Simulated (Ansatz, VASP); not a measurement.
# One calculation of C, two programs

```xyz
2
Lattice="1.7609 1.7609 0.0000 -1.7609 1.7609 0.0000 0.0000 1.7609 1.7609" Properties=species:S:1:pos:R:3 pbc="T T T"
C     0.0000    1.7609    0.0000
C     0.8805    2.6414    0.8805
```

Alike in both runs: task single point; functional LDA; k mesh 12 × 12 × 12; no spin polarisation.

|  | VASP | Ansatz |
| --- | --- | --- |
| version | VASP 6.6.1 | Ansatz 0.2.0 |
| potentials or method | VASP PAW LDA potentials, release 64 (C), cutoff 520 eV | all-electron LAPW, scalar-relativistic |
| occupations | gaussian, width 0.01 eV | fixed |

|  | VASP | Ansatz | Ansatz less VASP |
| --- | --- | --- | --- |
| gap on the k mesh at the Fermi level (eV) | 4.22 | 4.22 | +0.006 |
| pressure (GPa) | 5.7 | 4.1 | -1.53 |

LDA's correlation is that of Perdew and Zunger in VASP and of Perdew and Wang (1992) in Ansatz. Ansatz ran all-electron here, and VASP with PAW potentials.
